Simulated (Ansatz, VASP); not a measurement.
**ZnS in VASP and in Ansatz**

```
Zn S
1.0
     3.73386    0.00000    0.00000
    -1.86693    3.23362    0.00000
     0.00000    0.00000    6.10782
Zn S
2 2
Cartesian
  0.0000 2.1557 0.0000
  1.8669 1.0779 3.0539
  0.0000 2.1557 2.3515
  1.8669 1.0779 5.4054
```

Change from the starting cell: volume scaled by 0.9405, crystal datasets.

Alike in both runs: task electric field gradients; functional PBE; k mesh 8 × 8 × 5; occupations fermi-dirac, width 0.03 eV; no spin polarisation.

|  | VASP | Ansatz |
| --- | --- | --- |
| version | VASP 6.6.1 | Ansatz 0.2.0 |
| potentials or method | VASP PAW PBE potentials, release 64 (Zn, S), cutoff 520 eV | all-electron PAW with datasets made for the crystal, scalar-relativistic |

Ansatz gave:

- gap on the k mesh at the Fermi level (eV): 2.54
- pressure (GPa): 7.9
- traceless stress, the component that is largest in VASP (GPa): -2.02
- rms of the force components (eV/Å): 0.230
- size of Vzz on the site where it differs most (V/Å²): 19.2

**Question.** Which values does VASP return?

**Answer.** gap on the k mesh at the Fermi level (eV): 2.55; pressure (GPa): 8.1; traceless stress, the component that is largest in VASP (GPa): -2.05; rms of the force components (eV/Å): 0.232; size of Vzz on the site where it differs most (V/Å²): 20.7.

Atom by atom the forces differ by 0.002 eV/Å (rms over components). Ansatz ran all-electron here, and VASP with PAW potentials.
